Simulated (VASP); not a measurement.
The system is Cu.

```
Cu
1.0
     2.35000    0.00000    0.00000
     0.00000    2.35000    0.00000
     0.00000    0.00000    2.35000
Cu
1
Direct
  0.00000 0.00000 0.00000
```

```yaml
Program: VASP 6.6.1
Task: relaxation of cell and atoms
Functional: r2SCAN
Potentials_or_basis: VASP PAW PBE potentials, release 64 (Cu)
Cutoff: 600 eV
k_mesh: 10 × 10 × 10
Occupations: fermi-dirac, width 0.1 eV
Spin: no spin polarisation
```

At the start: pressure 3.6 GPa; volume 12.98 Å³/atom.

Problem. How do energy, volume and symmetry change on relaxing?

Solution. Over 3 steps the energy falls by 4.1 meV/atom and the volume is 13.36 Å³/atom (+2.9 %); space group Pm-3m (No. 221, to 0.05 Å).

Step by step:
```csv
step,energy change (eV),largest force (eV/Å),pressure (GPa),volume (Å³)
1,0.0000,0.0000,3.55,12.98
2,-0.0034,0.0000,-1.39,13.53
3,-0.0041,0.0000,0.01,13.36
```

Final structure:
```
CELL_PARAMETERS angstrom
2.37271 0.00000 0.00000
0.00000 2.37271 0.00000
0.00000 0.00000 2.37271
ATOMIC_POSITIONS crystal
Cu 0.00000 0.00000 0.00000
```

Caveat: the PAW data sets were made with another functional, which shifts forces and pressure a little.
